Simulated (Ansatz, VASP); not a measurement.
## Ru: VASP beside Ansatz

The input INCAR:

```
PREC = Accurate ; ENCUT = 520
EDIFF = 1E-7 ; ISMEAR = 0
SIGMA = 0.15 ; LREAL = F
LASPH = T ; NELM = 100
ALGO = Fast ; ISIF = 2
LWAVE = F ; LCHARG = F
GGA = PE ; NBANDS = 21
```

KPOINTS

```
regular mesh
0
Gamma
  24 24 14
```

The input POSCAR:

```
Ru
1.0
    2.8560263454      0.0000000000      0.0000000000
   -1.4280131727      2.4733913690      0.0000000000
    0.0000000000      0.0000000000      4.4041887339
Ru
2
Direct
    0.3333333333      0.6666666667      0.2500000000
    0.6666666667      0.3333333333      0.7500000000
```

Input for Ansatz:

```yaml
crystal:
  lattice:
    - [2.8560263454, 0.0, 0.0]
    - [-1.4280131727, 2.473391369, 0.0]
    - [0.0, 0.0, 4.4041887339]
  atoms:
    - { symbol: Ru, position: [0.3333333333, 0.6666666667, 0.25] }
    - { symbol: Ru, position: [0.6666666667, 0.3333333333, 0.75] }
basis:
  ecutwfc: 420
kpoints:
  mp_grid: { grid: [24, 24, 14] }
hamiltonian:
  xc: pbe
scf:
  occupations: { method: gaussian, width: 0.15 }
output:
  forces: true
  stress: true
  eigenvalues: true
```

Change from the starting cell: strain +0.050 along x and y, +0.025 along z, atoms carried along.

Alike in both runs: task single point; functional PBE; k mesh 24 × 24 × 14; occupations gaussian, width 0.15 eV; no spin polarisation.

```csv
,VASP,Ansatz
version,VASP 6.6.1,Ansatz 0.2.0
potentials or method,"VASP PAW PBE potentials, release 64 (Ru_pv), cutoff 520 eV","scalar-relativistic, plane waves, PAW"
valence electrons in the cell,28,32
```

Ansatz gave:

```
gap on the k mesh at the Fermi level (eV)                     : none
pressure (GPa)                                                : -27.9
traceless stress, the component that is largest in VASP (GPa) : 2.96
```

**Question.** Which values does VASP return?

**Answer.** gap on the k mesh at the Fermi level (eV): none; pressure (GPa): -27.9; traceless stress, the component that is largest in VASP (GPa): 2.95.

A gap of «none» marks a metal or a gap that the smearing closes. VASP's potentials hold 28 valence electrons a cell and Ansatz's 32, so a difference there can come from the potentials and not from the codes.
